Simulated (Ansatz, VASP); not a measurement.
Two plane-wave programs on RbBr

```xyz
2
Lattice="4.1261 0.0000 0.0000 0.0000 4.1261 0.0000 0.0000 0.0000 4.1261" Properties=species:S:1:pos:R:3 pbc="T T T"
Rb    0.0000    0.0000    0.0000
Br    2.0630    2.0630    2.3255
```

Change from the starting cell: all Br atoms moved +0.263 Å, as atom 2 along Cartesian [0 0 1].

Alike in both runs: task single point; functional PBEsol; k mesh 6 × 6 × 6; occupations gaussian, width 0.05 eV; no spin polarisation.

|  | VASP | Ansatz |
| --- | --- | --- |
| version | VASP 6.6.1 | Ansatz 0.2.0 |
| potentials or method | VASP PAW PBE potentials, release 64 (Rb_sv, Br), cutoff 520 eV | scalar-relativistic, plane waves, PAW |
| valence electrons in the cell | 16 | 16 |

Ansatz gave:

| Item | Value |
| --- | --- |
| gap on the k mesh at the Fermi level (eV) | 3.93 |
| least direct gap on the mesh (eV) | 4.08 |
| pressure (GPa) | -0.3 |
| traceless stress, the component that is largest in VASP (GPa) | -0.07 |
| rms of the force components (eV/Å) | 0.102 |

Estimate VASP's values.

gap on the k mesh at the Fermi level (eV): 3.92; least direct gap on the mesh (eV): 4.08; pressure (GPa): -0.2; traceless stress, the component that is largest in VASP (GPa): -0.07; rms of the force components (eV/Å): 0.104.

VASP's potentials were made for PBE, not for PBEsol. Atom by atom the forces differ by 0.002 eV/Å (rms over components).
